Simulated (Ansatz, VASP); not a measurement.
## One calculation of Fe, two programs

File INCAR:

```
ALGO = Normal
EDIFF = 1E-6
EDIFFG = -0.01
ENCUT = 600
GGA = PS
IBRION = 2
ISIF = 3
ISMEAR = -1
LASPH = True
LCHARG = False
LREAL = False
LWAVE = False
NELM = 60
NSW = 80
PREC = Accurate
SIGMA = 0.1
```

File KPOINTS:

```
k-points
0
Gamma
  9 9 13
```

The input POSCAR:

```
Fe
1.0
    4.0524593180      0.0000000000      0.0000000000
   -2.0262296590      3.5095327172      0.0000000000
    0.0000000000      0.0000000000      2.4841575619
Fe
3
Direct
    0.0000000000      0.0000000000      0.0000000000
    0.3333333333      0.6666666667      0.5000000000
    0.6666666667      0.3333333333      0.5000000000
```

Input for Ansatz:

```yaml
crystal:
  lattice:
    - [4.052459318, 0.0, 0.0]
    - [-2.026229659, 3.5095327172, 0.0]
    - [0.0, 0.0, 2.4841575619]
  atoms:
    - { symbol: Fe, position: [0.0, 0.0, 0.0] }
    - { symbol: Fe, position: [0.3333333333, 0.6666666667, 0.5] }
    - { symbol: Fe, position: [0.6666666667, 0.3333333333, 0.5] }
hamiltonian:
  xc: pbesol
  pseudopotentials:
    kind: paw
    azcp:
      Fe: "pseudopotentials/Fe.paw.azcp"
basis:
  ecutwfc: 420
  fft_grid_basis: typed
kpoints:
  mp_grid: { grid: [9, 9, 13], shift: [0, 0, 0] }
magnetization:
  spin_polarized: false
scf:
  occupations: { method: fermi_dirac, width: 0.1 }
relax:
  max_steps: 60
  f_tol: 0.01
  cell: {}
output:
  write_density: true
  write_potential: true
  elf: true
  volumetric_format: npy
```

Alike in both runs: task relaxation of cell and atoms; functional PBEsol; k mesh 9 × 9 × 13; occupations fermi-dirac, width 0.1 eV; no spin polarisation.

|  | VASP | Ansatz |
| --- | --- | --- |
| version | VASP 6.6.1 | Ansatz 0.2.0 |
| potentials or method | VASP PAW PBE potentials, release 64 (Fe), cutoff 600 eV | plane waves (420 eV) with PAW, scalar-relativistic |
| valence electrons in the cell | 24 | 48 |

VASP gave:

| Item | Value |
| --- | --- |
| relaxed volume (Å³/atom) | 10.00 |
| relaxed length of the cell vector where the two differ most in proportion (Å) | 3.807 |

Which values does Ansatz return?

Relaxed volume (Å³/atom): 10.03; relaxed length of the cell vector where the two differ most in proportion (Å): 3.809.

VASP's potentials were made for PBE, not for PBEsol, and Ansatz warns of the same on its side. VASP's potentials hold 24 valence electrons a cell and Ansatz's 48, so a difference there can come from the potentials and not from the codes.

Noted on VASP's run: the volume moved by over 15 % at a fixed basis, so the end points are rough.
